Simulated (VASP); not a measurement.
# RuSe (F-43m) in VASP: a series of runs

Runs on RuSe. Level: r2SCAN. Tasks: single point.

Everything below comes from runs of VASP 6.6.1. Logs are shortened: lines on timing, memory, paths and dates and some standing lists are left out, and cuts for length are marked.

## (1) The cell of the first run

Symmetry: F-43m, No. 216, cubic system. The conventional cell has a = 5.391 Å, b = 5.391 Å, c = 5.391 Å, α = 90.00°, β = 90.00°, γ = 90.00°. Within 3.1 Å of Ru (site symmetry -43m) lie 4 Se at 2.33 Å. Se (site symmetry -43m) has 4 Ru at 2.33 Å within 3.1 Å.

## (2) Single point, r2SCAN (volume scaled by 0.960)

The input, POSCAR:

```
RuSe
1.0
    0.0000000000      2.6954944783      2.6954944783
    2.6954944783      0.0000000000      2.6954944783
    2.6954944783      2.6954944783      0.0000000000
Ru Se
1 1
Direct
    0.0000000000      0.0000000000      0.0000000000
    0.2500000000      0.2500000000      0.2500000000
```

The input, INCAR.step1:

```
  PREC = Accurate
  ENCUT = 520
  ISMEAR = 0
  SIGMA = 0.05
  LREAL = False
  LASPH = True
  NELM = 80
  NBANDS = 17
  GGA = PE
  ALGO = Normal
  EDIFF = 1E-4
  LWAVE = True
  LCHARG = False
```

The input, INCAR.step2:

```
  PREC = Accurate
  ENCUT = 520
  EDIFF = 1E-6
  ISMEAR = 0
  SIGMA = 0.05
  LREAL = False
  LASPH = True
  NELM = 80
  ALGO = Normal
  ISIF = 2
  LWAVE = False
  LCHARG = False
  METAGGA = R2SCAN
  LMIXTAU = True
  NBANDS = 17
  ISTART = 1
```

The input, KPOINTS:

```
regular mesh
0
Gamma
  10 10 10
```

Potentials or basis: VASP PAW PBE potentials, release 64 (Ru_pv, Se).

On the command line:

```
> cat potpaw_PBE.64/Ru_pv/POTCAR potpaw_PBE.64/Se/POTCAR > POTCAR
> cp INCAR.step1 INCAR
> mpirun -np 1 vasp_std > vasp.out
> cp INCAR.step2 INCAR
> mpirun -np 1 vasp_std > vasp.out
```

OUTCAR:

```text
PREC = Accurate
   ENCUT = 520
   EDIFF = 1E-6
   ISMEAR = 0
   LREAL = False
   LASPH = True
   NELM = 80
   ISIF = 2
   METAGGA = R2SCAN
   ISTART = 1

 ion  position               nearest neighbor table
   1  0.000  0.000  0.000-   2 2.33   2 2.33   2 2.33   2 2.33
   2  0.250  0.250  0.250-   1 2.33   1 2.33   1 2.33   1 2.33

  LATTYP: Found a face centered cubic cell.
 ALAT       =     5.3909889566

  Lattice vectors:

 A1 = (   0.0000000000,   2.6954944783,   2.6954944783)
 A2 = (   2.6954944783,   0.0000000000,   2.6954944783)
 A3 = (   2.6954944783,   2.6954944783,   0.0000000000)

Analysis of symmetry for initial positions (statically):
=====================================================================
 Subroutine PRICEL returns:
 Original cell was already a primitive cell.

 Routine SETGRP: Setting up the symmetry group for a
 face centered cubic supercell.

 Subroutine GETGRP returns: Found 24 space group operations
 (whereof 24 operations were pure point group operations)
 out of a pool of 48 trial point group operations.

The static configuration has the point symmetry T_d .

Analysis of symmetry for dynamics (positions and initial velocities):
=====================================================================
 Subroutine PRICEL returns:
 Original cell was already a primitive cell.

 Routine SETGRP: Setting up the symmetry group for a
 face centered cubic supercell.

 Subroutine GETGRP returns: Found 24 space group operations
 (whereof 24 operations were pure point group operations)
 out of a pool of 48 trial point group operations.

The dynamic configuration has the point symmetry T_d .

 Subroutine INISYM returns: Found 24 space group operations
 (whereof 24 operations are pure point group operations),
 and found     1 'primitive' translations

----------------------------------------------------------------------------------------

                                     Primitive cell

  volume of cell :      39.1693

  direct lattice vectors                    reciprocal lattice vectors
     0.000000000  2.695494478  2.695494478    -0.185494722  0.185494722  0.185494722
     2.695494478  0.000000000  2.695494478     0.185494722 -0.185494722  0.185494722
     2.695494478  2.695494478  0.000000000     0.185494722  0.185494722 -0.185494722

  length of vectors
     3.812004849  3.812004849  3.812004849     0.321286284  0.321286284  0.321286284

  position of ions in fractional coordinates (direct lattice)
     0.000000000  0.000000000  0.000000000
     0.250000000  0.250000000  0.250000000

  ion indices of the primitive-cell ions
   primitive index   ion index
                 1           1
                 2           2

----------------------------------------------------------------------------------------

 KPOINTS: regular mesh

Automatic generation of k-mesh.
 Grid dimensions read from file:
 generate k-points for:   10   10   10

 Generating k-lattice:

  Cartesian coordinates                     Fractional coordinates (reciprocal lattice)
    -0.018549472  0.018549472  0.018549472     0.100000000  0.000000000  0.000000000
     0.018549472 -0.018549472  0.018549472     0.000000000  0.100000000  0.000000000
     0.018549472  0.018549472 -0.018549472     0.000000000  0.000000000  0.100000000

  Length of vectors
     0.032128628  0.032128628  0.032128628

  Shift w.r.t. Gamma in fractional coordinates (k-lattice)
     0.000000000  0.000000000  0.000000000

 Subroutine IBZKPT returns following result:
 ===========================================

 Found     47 irreducible k-points:

 Following reciprocal coordinates:
            Coordinates               Weight
  0.000000  0.000000  0.000000      1.000000
  0.100000  0.000000  0.000000      8.000000
  0.200000  0.000000  0.000000      8.000000
  0.300000  0.000000  0.000000      8.000000
  0.400000  0.000000  0.000000      8.000000
  0.500000  0.000000  0.000000      4.000000
[... 16 lines left out ...]
  0.300000  0.300000  0.000000      6.000000
  0.400000  0.300000  0.000000     24.000000
 [... further k-points ...]
   k-points           NKPTS =     47   k-points in BZ     NKDIM =     47   number of bands    NBANDS=     17
   number of dos      NEDOS =    301   number of ions     NIONS =      2
   total plane-waves  NPLWV =  21952
   dimension x,y,z NGX =    28 NGY =   28 NGZ =   28
   dimension x,y,z NGXF=    56 NGYF=   56 NGZF=   56
   ions per type =               1   1
   NGX,Y,Z   is equivalent  to a cutoff of  12.21, 12.21, 12.21 a.u.
   NGXF,Y,Z  is equivalent  to a cutoff of  24.42, 24.42, 24.42 a.u.
 SYSTEM =  unknown system
   PREC   = accura    normal or accurate (medium, high low for compatibility)
   ISTART =      1    job   : 0-new  1-cont  2-samecut
   ICHARG =      0    charge: 1-file 2-atom 10-const
   ISPIN  =      1    spin polarized calculation?
   LNONCOLLINEAR =      F non collinear calculations
   LSORBIT =      F    spin-orbit coupling
   LASPH  =      T    aspherical Exc in radial PAW
   ENCUT  =  520.0 eV  38.22 Ry    6.18 a.u.   7.09  7.09  7.09*2*pi/ulx,y,z
   NELM   =     80;   NELMIN=  2; NELMDL=  0     # of ELM steps
   EDIFF  = 0.1E-05   stopping-criterion for ELM
   LREAL  =      F    real-space projection
   EDIFFG = 0.1E-04   stopping-criterion for IOM
   NSW    =      0    number of steps for IOM
   IBRION =     -1    ionic relax: 0-MD 1-quasi-New 2-CG
   NFREE  =      0    steps in history (QN), initial steepest desc. (CG)
   ISIF   =      2    stress and relaxation
   ISYM   =      2    0-nonsym 1-usesym 2-fastsym
   POTIM  = 0.5000    time-step for ionic-motion
   TEBEG  =    0.0;   TEEND  =   0.0 temperature during run
   PSTRESS=    0.0 pullay stress
   NELECT =      20.0000    total number of electrons
   NUPDOWN=      -1.0000    fix difference up-down
   EMIN   =  10.00;   EMAX   =-10.00  energy-range for DOS
   EFERMI =   0.00;   METHOD = LEGACY
   ISMEAR =     0;   SIGMA  =   0.05  broadening in eV -4-tet -1-fermi 0-gaus
   EFERMI_NEDOS =   21; number of points for ismear=-14 and -15
   IALGO  =     38    algorithm
   IMIX   =      4    mixing-type and parameters
     AMIX     =   0.40;   BMIX     =  1.00
     AMIX_MAG =   1.60;   BMIX_MAG =  1.00
  volume/ion in A,a.u.               =      19.58       132.16
  Fermi-wavevector in a.u.,A,eV,Ry     =   1.308488  2.472684 23.295088  1.712141
  Thomas-Fermi vector in A             =   2.439151
   LORBIT       =      0    0 simple, 1 ext, 2 COOP (PROOUT), +10 PAW based schemes
   METAGGA = R2SCAN    functional components
   LHFCALC =     F    Hartree Fock is set to
   AEXX    =    0.0000 exact exchange contribution
   IVDW    =     0    specifies the selected vdW correction
   LEPSILON=     F    determine dielectric tensor
   LRPA    =     F    only Hartree local field effects (RPA)
 non-spin polarized calculation
 Gauss-broadening in eV      SIGMA  =   0.05
  energy-cutoff  :      520.00
  volume of cell :       39.17
 maximum number of plane-waves:      1073
   NGX = 15   NGY = 15   NGZ = 15

 number of electron      19.9999994 magnetization

 Free energy of the ion-electron system (eV)
  ---------------------------------------------------
  ext. energy  EPLUGINS =         0.00000000
  ---------------------------------------------------
  free energy    TOTEN  =       -39.54585270 eV

  energy without entropy =      -39.54358228  energy(sigma->0) =      -39.54471749

 E-fermi :   7.0325     XC(G=0): -11.5573

 val. band max:        7.0112341949   @ k =   0.5000   0.4000   0.0000
 cond. band min:       7.0451705642   @ k =   0.4000   0.2000   0.1000
 fundamental gap:      0.0339363693
 Fermi energy:         7.0325140191

 k-point     1 :       0.0000    0.0000    0.0000
  band No.  band energies     occupation
      1     -37.0381      2.00000
      2     -37.0381      2.00000
      3     -37.0381      2.00000
      4      -9.0165      2.00000
      5       1.0684      2.00000
      6       1.0684      2.00000
[... 9 lines left out ...]
     16      15.1587      0.00000
     17      16.6389      0.00000

 k-point     2 :       0.1000    0.0000    0.0000
  band No.  band energies     occupation
      1     -37.0421      2.00000
      2     -37.0387      2.00000
      3     -37.0387      2.00000
      4      -8.9390      2.00000
      5       0.9659      2.00000
      6       1.1176      2.00000
[... 9 lines left out ...]
     16      15.3302      0.00000
     17      16.6392      0.00000

 k-point     3 :       0.2000    0.0000    0.0000
  band No.  band energies     occupation
      1     -37.0526      2.00000
      2     -37.0403      2.00000
      3     -37.0403      2.00000
      4      -8.7315      2.00000
      5       0.7490      2.00000
      6       1.2401      2.00000
[... 9 lines left out ...]
     16      15.7341      0.00000
     17      16.6392      0.00000

 k-point     4 :       0.3000    0.0000    0.0000
  band No.  band energies     occupation
      1     -37.0654      2.00000
      2     -37.0423      2.00000
      3     -37.0423      2.00000
      4      -8.4652      2.00000
      5       0.5794      2.00000
      6       1.3737      2.00000
[... 9 lines left out ...]
     16      16.0834      0.00000
     17      16.6391      0.00000
[... 343 lines left out ...]
      1     -37.0644      2.00000
      2     -37.0493      2.00000
      3     -37.0423      2.00000
      4      -8.3740      2.00000
      5       0.6399      2.00000
      6       1.3155      2.00000
[... 9 lines left out ...]
     16      16.2837      0.00000
     17      16.6398      0.00000

 k-point    23 :       0.3000    0.3000    0.0000
  band No.  band energies     occupation
      1     -37.0657      2.00000
      2     -37.0481      2.00000
      3     -37.0481      2.00000
      4      -8.2803      2.00000
      5       0.1854      2.00000
      6       1.7821      2.00000
[... 9 lines left out ...]
     16      17.7078      0.00000
     17      17.9844      0.00000

 k-point    24 :       0.4000    0.3000    0.0000
  band No.  band energies     occupation
      1     -37.0719      2.00000
      2     -37.0510      2.00000
      3     -37.0499      2.00000
      4      -8.1032      2.00000
      5       0.1341      2.00000
      6       1.9191      2.00000
[... 9 lines left out ...]
     16      17.3844      0.00000
     17      18.2994      0.00000

 [... further k-points ...]
[... 5 lines left out ...]
  --------------------------------------------------------------------------------------
  -------------------------------------------------------------------------------------
  Total        1.4494309      1.4494309      1.4494309     -0.0000000      0.0000000      0.0000000
  in kB       59.2874495     59.2874495     59.2874495     -0.0000000      0.0000000      0.0000000
  external PRESSURE =      59.2874495 kB  Pullay stress =       0.0000000 kB

 VOLUME and BASIS-vectors are now :
 -----------------------------------------------------------------------------
  energy-cutoff  :      520.00
  volume of cell :       39.17
      direct lattice vectors                 reciprocal lattice vectors
     0.000000000  2.695494478  2.695494478    -0.185494722  0.185494722  0.185494722
     2.695494478  0.000000000  2.695494478     0.185494722 -0.185494722  0.185494722
     2.695494478  2.695494478  0.000000000     0.185494722  0.185494722 -0.185494722

 POSITION                                       TOTAL-FORCE (eV/Angst)
 -----------------------------------------------------------------------------------
      0.00000      0.00000      0.00000        -0.000000     -0.000000     -0.000000
      1.34775      1.34775      1.34775         0.000000      0.000000      0.000000
 -----------------------------------------------------------------------------------
    total drift:                               -0.000001     -0.000001     -0.000001

  FREE ENERGIE OF THE ION-ELECTRON SYSTEM (eV)
  ---------------------------------------------------
  free  energy   TOTEN  =       -39.5458526959 eV

  energy  without entropy=      -39.5435822778  energy(sigma->0) =      -39.54471749
```

Wall time 43 s (1 thread of Intel Xeon 6975P-C (Granite Rapids), shared host); peak memory 0.18 GiB.

Results:

```
Free energy            : -39.5459 eV
Pressure               : 5.9 GPa
Band gap on the k mesh : zero (band 10 reaches 9.61 eV, above the bottom of band 11 at 6.56 eV)
```

Caveat: the PAW data sets were made with another functional, which shifts forces and pressure a little.

[end of part 1 of 2]
